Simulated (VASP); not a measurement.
Input of a VASP 6.6.1 run:

Contents of INCAR:

```
SYSTEM = MgO
PREC = Accurate
ENCUT = 520
EDIFF = 1E-6
ISMEAR = -1
SIGMA = 0.05
LREAL = .False.
LASPH = .True.
NELM = 80
ALGO = Normal
ISIF = 2
LWAVE = .False.
LCHARG = .False.
GGA = CA
NBANDS = 16
```

KPOINTS

```
regular mesh
0
Gamma
  9 9 6
  0 0 0
```

POSCAR

```
MgO
1.0
    3.3726620253      0.0000000000      0.0000000000
   -1.6863310127      2.9208109923      0.0000000000
    0.0000000000      0.0000000000      5.0806100433
Mg O
2 2
Direct
    0.6666666667      0.3333333333      0.5021597400
    0.3333333333      0.6666666667      0.0021597400
    0.6666666667      0.3333333333      0.9024402600
    0.3333333333      0.6666666667      0.4024402600
```

Potentials or basis: VASP PAW LDA potentials, release 64 (Mg, O).

Launch:

```console
$ cat potpaw_LDA.64/Mg/POTCAR potpaw_LDA.64/O/POTCAR > POTCAR
$ mpirun -np 1 vasp_std > vasp.out
```

Question: What does it give for the largest force?

Answer: 0.102 eV/Å.

Question: Predict the band gap on the k mesh.

Answer: 3.05 eV, direct.

Forces in eV/Å, atoms in the order of the input:
```
Mg   0.000  0.000  0.102
Mg   0.000  0.000  0.102
O    0.000  0.000 -0.102
O    0.000  0.000 -0.102
```

A k mesh can miss the band edges. As with any semilocal functional, this LDA gap is likely too small.
